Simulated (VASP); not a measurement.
# KF (Fm-3m) in VASP: further runs

The runs below take KF through single point, with PBE.

Program: VASP 6.6.1. These are calculated values, not measurements. Logs are shortened: lines on timing, memory, paths and dates and some standing lists are left out, and cuts for length are marked.

### 1 The cell of the first run

It takes space group Fm-3m (No. 225, cubic). The conventional cell has a = 5.272 Å, b = 5.272 Å, c = 5.272 Å, α = 90.00°, β = 90.00°, γ = 90.00°. K (site symmetry m-3m) has 6 F at 2.64 Å within 3.5 Å. F (site symmetry m-3m) has 6 K at 2.64 Å within 3.5 Å.

### 2 Single point, PBE

Input file INCAR:

```
ALGO = Normal ; EDIFF = 1E-6
ENCUT = 520 ; GGA = PE
ISIF = 2 ; ISMEAR = 0
LASPH = True ; LCHARG = True
LELF = True ; LREAL = False
LVHAR = True ; LWAVE = False
NBANDS = 15 ; NELM = 60
PREC = Accurate ; SIGMA = 0.05
```

Input file KPOINTS:

```
k-points
0
Gamma
  8 8 8
```

Input file POSCAR:

```
KF
1.0
    0.0000000000      2.6362285449      2.6362285449
    2.6362285449      0.0000000000      2.6362285449
    2.6362285449      2.6362285449      0.0000000000
K F
1 1
Direct
    0.0000000000      0.0000000000      0.0000000000
    0.5000000000      0.5000000000      0.5000000000
```

Potentials or basis: VASP PAW PBE potentials, release 64 (K_sv, F).

The run is started by

```
$ cat potpaw_PBE.64/K_sv/POTCAR potpaw_PBE.64/F/POTCAR > POTCAR
$ mpirun -np 1 vasp_std > vasp.out
```

OUTCAR:

```text
EDIFF = 1E-6
   ENCUT = 520
   GGA = PE
   ISIF = 2
   ISMEAR = 0
   LASPH = True
   LREAL = False
   NELM = 60
   PREC = Accurate

 ion  position               nearest neighbor table
   1  0.000  0.000  0.000-   2 2.64   2 2.64   2 2.64   2 2.64   2 2.64   2 2.64
   2  0.500  0.500  0.500-   1 2.64   1 2.64   1 2.64   1 2.64   1 2.64   1 2.64

  LATTYP: Found a face centered cubic cell.
 ALAT       =     5.2724570898

  Lattice vectors:

 A1 = (   0.0000000000,   2.6362285449,   2.6362285449)
 A2 = (   2.6362285449,   0.0000000000,   2.6362285449)
 A3 = (   2.6362285449,   2.6362285449,   0.0000000000)

Analysis of symmetry for initial positions (statically):
=====================================================================
 Subroutine PRICEL returns:
 Original cell was already a primitive cell.

 Routine SETGRP: Setting up the symmetry group for a
 face centered cubic supercell.

 Subroutine GETGRP returns: Found 48 space group operations
 (whereof 48 operations were pure point group operations)
 out of a pool of 48 trial point group operations.

The static configuration has the point symmetry O_h .

Analysis of symmetry for dynamics (positions and initial velocities):
=====================================================================
 Subroutine PRICEL returns:
 Original cell was already a primitive cell.

 Routine SETGRP: Setting up the symmetry group for a
 face centered cubic supercell.

 Subroutine GETGRP returns: Found 48 space group operations
 (whereof 48 operations were pure point group operations)
 out of a pool of 48 trial point group operations.

The dynamic configuration has the point symmetry O_h .

 Subroutine INISYM returns: Found 48 space group operations
 (whereof 48 operations are pure point group operations),
 and found     1 'primitive' translations

----------------------------------------------------------------------------------------

                                     Primitive cell

  volume of cell :      36.6420

  direct lattice vectors                    reciprocal lattice vectors
     0.000000000  2.636228545  2.636228545    -0.189664891  0.189664891  0.189664891
     2.636228545  0.000000000  2.636228545     0.189664891 -0.189664891  0.189664891
     2.636228545  2.636228545  0.000000000     0.189664891  0.189664891 -0.189664891

  length of vectors
     3.728190162  3.728190162  3.728190162     0.328509228  0.328509228  0.328509228

  position of ions in fractional coordinates (direct lattice)
     0.000000000  0.000000000  0.000000000
     0.500000000  0.500000000  0.500000000

  ion indices of the primitive-cell ions
   primitive index   ion index
                 1           1
                 2           2

----------------------------------------------------------------------------------------

 KPOINTS: k-points

Automatic generation of k-mesh.
 Grid dimensions read from file:
 generate k-points for:    8    8    8

 Generating k-lattice:

  Cartesian coordinates                     Fractional coordinates (reciprocal lattice)
    -0.023708111  0.023708111  0.023708111     0.125000000  0.000000000  0.000000000
     0.023708111 -0.023708111  0.023708111     0.000000000  0.125000000  0.000000000
     0.023708111  0.023708111 -0.023708111     0.000000000  0.000000000  0.125000000

  Length of vectors
     0.041063653  0.041063653  0.041063653

  Shift w.r.t. Gamma in fractional coordinates (k-lattice)
     0.000000000  0.000000000  0.000000000

 Subroutine IBZKPT returns following result:
 ===========================================

 Found     29 irreducible k-points:

 Following reciprocal coordinates:
            Coordinates               Weight
  0.000000  0.000000  0.000000      1.000000
  0.125000  0.000000  0.000000      8.000000
  0.250000  0.000000  0.000000      8.000000
  0.375000  0.000000  0.000000      8.000000
  0.500000  0.000000  0.000000      4.000000
  0.125000  0.125000  0.000000      6.000000
[... 16 lines left out ...]
  0.500000  0.250000  0.125000     48.000000
 -0.375000  0.250000  0.125000     24.000000
 [... further k-points ...]
   k-points           NKPTS =     29   k-points in BZ     NKDIM =     29   number of bands    NBANDS=     15
   number of dos      NEDOS =    301   number of ions     NIONS =      2
   total plane-waves  NPLWV =  21952
   dimension x,y,z NGX =    28 NGY =   28 NGZ =   28
   dimension x,y,z NGXF=    56 NGYF=   56 NGZF=   56
   ions per type =               1   1
   NGX,Y,Z   is equivalent  to a cutoff of  12.49, 12.49, 12.49 a.u.
   NGXF,Y,Z  is equivalent  to a cutoff of  24.97, 24.97, 24.97 a.u.
 SYSTEM =  unknown system
   PREC   = accura    normal or accurate (medium, high low for compatibility)
   ISTART =      0    job   : 0-new  1-cont  2-samecut
   ICHARG =      2    charge: 1-file 2-atom 10-const
   ISPIN  =      1    spin polarized calculation?
   LNONCOLLINEAR =      F non collinear calculations
   LSORBIT =      F    spin-orbit coupling
   LASPH  =      T    aspherical Exc in radial PAW
   ENCUT  =  520.0 eV  38.22 Ry    6.18 a.u.   6.93  6.93  6.93*2*pi/ulx,y,z
   NELM   =     60;   NELMIN=  2; NELMDL= -5     # of ELM steps
   EDIFF  = 0.1E-05   stopping-criterion for ELM
   LREAL  =      F    real-space projection
   EDIFFG = 0.1E-04   stopping-criterion for IOM
   NSW    =      0    number of steps for IOM
   IBRION =     -1    ionic relax: 0-MD 1-quasi-New 2-CG
   NFREE  =      0    steps in history (QN), initial steepest desc. (CG)
   ISIF   =      2    stress and relaxation
   ISYM   =      2    0-nonsym 1-usesym 2-fastsym
   POTIM  = 0.5000    time-step for ionic-motion
   TEBEG  =    0.0;   TEEND  =   0.0 temperature during run
   PSTRESS=    0.0 pullay stress
   NELECT =      16.0000    total number of electrons
   NUPDOWN=      -1.0000    fix difference up-down
   EMIN   =  10.00;   EMAX   =-10.00  energy-range for DOS
   EFERMI =   0.00;   METHOD = LEGACY
   ISMEAR =     0;   SIGMA  =   0.05  broadening in eV -4-tet -1-fermi 0-gaus
   EFERMI_NEDOS =   21; number of points for ismear=-14 and -15
   IALGO  =     38    algorithm
   IMIX   =      4    mixing-type and parameters
     AMIX     =   0.40;   BMIX     =  1.00
     AMIX_MAG =   1.60;   BMIX_MAG =  1.00
  volume/ion in A,a.u.               =      18.32       123.64
  Fermi-wavevector in a.u.,A,eV,Ry     =   1.242000  2.347041 20.987874  1.542565
  Thomas-Fermi vector in A             =   2.376374
   LORBIT       =      0    0 simple, 1 ext, 2 COOP (PROOUT), +10 PAW based schemes
   GGA     = PE    functional components
   LHFCALC =     F    Hartree Fock is set to
   AEXX    =    0.0000 exact exchange contribution
   IVDW    =     0    specifies the selected vdW correction
   LEPSILON=     F    determine dielectric tensor
   LRPA    =     F    only Hartree local field effects (RPA)
 non-spin polarized calculation
 Gauss-broadening in eV      SIGMA  =   0.05
  energy-cutoff  :      520.00
  volume of cell :       36.64
 maximum number of plane-waves:       998
   NGX = 13   NGY = 13   NGZ = 13

 number of electron      16.0000016 magnetization

 Free energy of the ion-electron system (eV)
  ---------------------------------------------------
  ext. energy  EPLUGINS =         0.00000000
  ---------------------------------------------------
  free energy    TOTEN  =        -8.26757365 eV

  energy without entropy =       -8.26757365  energy(sigma->0) =       -8.26757365

 E-fermi :  -2.4038     XC(G=0):  -8.5883

 val. band max:       -2.6926147180   @ k =   0.0000   0.0000   0.0000
 cond. band min:       3.6889251444   @ k =   0.0000   0.0000   0.0000
 fundamental gap:      6.3815398624
 Fermi energy:        -2.4038027709

 k-point     1 :       0.0000    0.0000    0.0000
  band No.  band energies     occupation
      1     -28.7218      2.00000
      2     -21.3709      2.00000
      3     -11.9405      2.00000
      4     -11.9405      2.00000
      5     -11.9405      2.00000
      6      -2.6926      2.00000
      7      -2.6926      2.00000
      8      -2.6926      2.00000
      9       3.6889      0.00000
     10       8.0971      0.00000
     11       8.0971      0.00000
     12       8.0971      0.00000
     13       9.8236      0.00000
     14       9.8236      0.00000
     15      14.5144      0.00000

 k-point     2 :       0.1250    0.0000    0.0000
  band No.  band energies     occupation
      1     -28.7053      2.00000
      2     -21.3868      2.00000
      3     -11.9848      2.00000
      4     -11.9463      2.00000
      5     -11.9463      2.00000
      6      -2.8408      2.00000
      7      -2.7507      2.00000
      8      -2.7507      2.00000
      9       4.1371      0.00000
     10       7.8486      0.00000
     11       8.3160      0.00000
     12       8.3160      0.00000
     13       9.9801      0.00000
     14       9.9801      0.00000
     15      15.2926      0.00000

 k-point     3 :       0.2500    0.0000    0.0000
  band No.  band energies     occupation
      1     -28.6650      2.00000
      2     -21.4255      2.00000
      3     -12.0906      2.00000
      4     -11.9601      2.00000
      5     -11.9601      2.00000
      6      -3.1551      2.00000
      7      -2.8877      2.00000
      8      -2.8877      2.00000
      9       5.2438      0.00000
     10       7.5239      0.00000
     11       8.8602      0.00000
     12       8.8602      0.00000
     13      10.4583      0.00000
     14      10.4583      0.00000
     15      16.3680      0.00000
[... 343 lines left out ...]
 k-point    23 :       0.5000    0.2500    0.1250
  band No.  band energies     occupation
      1     -28.6062      2.00000
      2     -21.4480      2.00000
      3     -12.2468      2.00000
      4     -12.1660      2.00000
      5     -12.0112      2.00000
      6      -3.2839      2.00000
      7      -3.0162      2.00000
      8      -2.8536      2.00000
      9       6.7147      0.00000
     10       7.1373      0.00000
     11       9.2627      0.00000
     12      10.0753      0.00000
     13      11.0624      0.00000
     14      12.0621      0.00000
     15      13.9845      0.00000

 k-point    24 :      -0.3750    0.2500    0.1250
  band No.  band energies     occupation
      1     -28.5932      2.00000
      2     -21.4546      2.00000
      3     -12.2965      2.00000
      4     -12.1851      2.00000
      5     -12.0191      2.00000
      6      -3.2910      2.00000
      7      -2.9900      2.00000
      8      -2.9586      2.00000
      9       6.8667      0.00000
     10       7.5963      0.00000
     11       9.2162      0.00000
     12      10.2403      0.00000
     13      11.5474      0.00000
     14      12.6645      0.00000
     15      13.0027      0.00000

 [... further k-points ...]

------------------------ aborting loop because EDIFF is reached ----------------------------------------

  FORCE on cell =-STRESS in cart. coord.  units (eV):
  Direction    XX          YY          ZZ          XY          YZ          ZX
  --------------------------------------------------------------------------------------
  -------------------------------------------------------------------------------------
  Total        0.6925154      0.6925154      0.6925154     -0.0000000      0.0000000     -0.0000000
  in kB       30.2803454     30.2803454     30.2803454     -0.0000000      0.0000000     -0.0000000
  external PRESSURE =      30.2803454 kB  Pullay stress =       0.0000000 kB

 VOLUME and BASIS-vectors are now :
 -----------------------------------------------------------------------------
  energy-cutoff  :      520.00
  volume of cell :       36.64
      direct lattice vectors                 reciprocal lattice vectors
     0.000000000  2.636228545  2.636228545    -0.189664891  0.189664891  0.189664891
     2.636228545  0.000000000  2.636228545     0.189664891 -0.189664891  0.189664891
     2.636228545  2.636228545  0.000000000     0.189664891  0.189664891 -0.189664891

 POSITION                                       TOTAL-FORCE (eV/Angst)
 -----------------------------------------------------------------------------------
      0.00000      0.00000      0.00000         0.000000     -0.000000      0.000000
      2.63623      2.63623      2.63623         0.000000      0.000000     -0.000000
 -----------------------------------------------------------------------------------
    total drift:                                0.000000      0.000000      0.000000

  FREE ENERGIE OF THE ION-ELECTRON SYSTEM (eV)
  ---------------------------------------------------
  free  energy   TOTEN  =        -8.2675736536 eV

  energy  without entropy=       -8.2675736536  energy(sigma->0) =       -8.26757365
```

Wall time 8.6 s (1 thread of Intel Xeon 6975P-C (Granite Rapids), shared host); peak memory 0.16 GiB.

Results:

| Property | Result |
| --- | --- |
| Free energy | -8.2676 eV |
| Pressure | 3.0 GPa |
| Band gap on the k mesh | 6.38 eV, direct |

A k mesh can miss the band edges. PBE gaps usually lie below the measured ones, often by a third to a half.

### 3 Single point, PBE

This run uses another cell than the first one, of 18.96 Å³/atom, 1.035 times its volume.

Input file INCAR:

```
SYSTEM = KF
  ALGO = Normal
  EDIFF = 1E-6
  ENCUT = 520
  GGA = PE
  ISIF = 2
  ISMEAR = 0
  LASPH = .True.
  LCHARG = .False.
  LREAL = .False.
  LWAVE = .False.
  NBANDS = 15
  NELM = 60
  PREC = Accurate
  SIGMA = 0.05
```

Input file KPOINTS:

```
k-points
0
Gamma
  8 8 8
  0 0 0
```

Input file POSCAR:

```
KF
1.0
    0.0000000000      2.6664340075      2.6664340075
    2.6664340075      0.0000000000      2.6664340075
    2.6664340075      2.6664340075      0.0000000000
K F
1 1
Direct
    0.0000000000      0.0000000000      0.0000000000
    0.5000000000      0.5000000000      0.5000000000
```

Potentials or basis: VASP PAW PBE potentials, release 64 (K_sv, F).

The run is started by

```
$ cat potpaw_PBE.64/K_sv/POTCAR potpaw_PBE.64/F/POTCAR > POTCAR
$ mpirun -np 1 vasp_std > vasp.out
```

Run time: 8.6 s. Hardware: 1 thread of Intel Xeon 6975P-C (Granite Rapids), shared host; peak memory 0.15 GiB.

Results (log left out):

| Property | Result |
| --- | --- |
| Free energy | -8.2876 eV |
| Pressure | 1.6 GPa |
| Band gap on the k mesh | 6.20 eV, direct |

Levels at points of the mesh, in eV from the valence-band top:
```tsv
k point	band 5	band 6	band 7	band 8	band 9	band 10	band 11	band 12
(0.00, 0.00, 0.00)	-9.37	0.00	0.00	0.00	6.20	10.70	10.70	10.70
(0.50, 0.00, 0.00)	-9.40	-0.80	-0.35	-0.35	9.09	10.65	12.10	12.10
(0.50, 0.50, 0.00)	-9.58	-0.21	-0.06	-0.06	8.21	10.34	11.86	13.64
```

A k mesh can miss the band edges. As with any semilocal functional, this PBE gap is likely too small.
